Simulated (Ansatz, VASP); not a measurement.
# W: VASP beside Ansatz

```
W
1.0
     0.00000    1.80163    2.03000
     2.03000    0.00000    2.03000
     2.03000    1.80163    0.00000
W
1
Direct
  0.00000 0.00000 0.00000
```

Change from the starting cell: strain -0.1125 x Voigt [0, 1, 0, 0, 0, 0], atoms carried along.

Alike in both runs: task single point; functional r2SCAN; k mesh 20 × 20 × 20; occupations gaussian, width 0.15 eV; no spin polarisation.

|  | VASP | Ansatz |
| --- | --- | --- |
| version | VASP 6.6.1 | Ansatz 0.2.0 |
| potentials or method | VASP PAW PBE potentials, release 64 (W_sv), cutoff 520 eV | scalar-relativistic, plane waves, PAW |
| valence electrons in the cell | 14 | 14 |

VASP gave:

* gap on the k mesh at the Fermi level (eV): none
* pressure (GPa): 32.4
* traceless stress, the component that is largest in VASP (GPa): -25.44

Question: Estimate Ansatz's values.

Answer: gap on the k mesh at the Fermi level (eV): none; pressure (GPa): 30.7; traceless stress, the component that is largest in VASP (GPa): -25.30.

VASP's potentials were made for PBE, not for r2SCAN. A gap of «none» marks a metal or a gap that the smearing closes. Both programs put the cell under a high pressure, so it lies far from rest at this level. The functional is the same, so the differences come from potentials, cutoffs and numerics.

Neither program's run includes spin-orbit coupling.
